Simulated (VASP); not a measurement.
Wanted: the native input for a VASP 6.6.1 run.

```
Task                   : relaxation of cell and atoms
Functional             : LDA
Potentials or basis    : VASP PAW LDA potentials, release 64 (Sn_d, S)
Cutoff                 : 500 eV
k mesh                 : 4 × 8 × 6
Occupations            : gaussian, width 0.02 eV
Spin                   : no spin polarisation
Dipole correction      : no
Further INCAR settings : ALGO = Normal; EDIFF = 1e-07; IBRION = 2; EDIFFG = -0.005; NSW = 70; ISIF = 3
```

The structure of SnS lies in POSCAR:

```
SnS
1.0
   11.4455091705      0.0000000000      0.0000000000
    0.0000000000      4.0232845669      0.0000000000
    0.0000000000      0.0000000000      4.4542011089
Sn S
4 4
Direct
    0.1215423555      0.2500000000      0.1300059133
    0.3784576445      0.7500000000      0.6300059133
    0.6215423555      0.2500000000      0.3699940867
    0.8784576445      0.7500000000      0.8699940867
    0.8498958213      0.2500000000      0.4774431144
    0.6501041787      0.7500000000      0.9774431144
    0.3498958213      0.2500000000      0.0225568856
    0.1501041787      0.7500000000      0.5225568856
```

These files were run (other wordings do the same):

INCAR

```
ALGO = Normal ; EDIFF = 1E-7
EDIFFG = -0.005 ; ENCUT = 500
GGA_COMPAT = False ; IBRION = 2
ISIF = 3 ; ISMEAR = 0
KPAR = 4 ; LASPH = True
LCHARG = False ; LREAL = False
LWAVE = False ; NELM = 120
NELMIN = 4 ; NSW = 70
PREC = Accurate ; SIGMA = 0.02
```

KPOINTS

```
k-points
0
Gamma
  4 8 6
```

Potentials or basis: VASP PAW LDA potentials, release 64 (Sn_d, S).

The run is started by

```bash
$ cat potpaw_LDA.64/Sn_d/POTCAR potpaw_LDA.64/S/POTCAR > POTCAR
$ mpirun -np 4 vasp_std > vasp.out
```

Results of the run:

* Relaxed volume: 22.69 Å³/atom
* Relaxed cell: a = 10.972 Å, b = 3.952 Å, c = 4.187 Å, α = 90.00°, β = 90.00°, γ = 90.00°
* Space group after relaxing (to 0.1 Å): Pnma (No. 62)
* Energy gained by relaxing: 39.5 meV/atom
* Ionic steps: 37
* Pressure after relaxing: 0.0 GPa
* Largest force after relaxing: 0.003 eV/Å
* Band gap on the k mesh: 0.62 eV (least direct gap 1.03 eV)

Caveat: semilocal functionals underestimate gaps, and a narrow one can read as zero; spin-orbit coupling is left out, which moves the levels of the heavy elements.

Wall time 29 min on 4 MPI ranks on Intel(R) Xeon(R) Platinum 8488C (Sapphire Rapids), on a shared host, peak memory 0.51 GiB a rank.
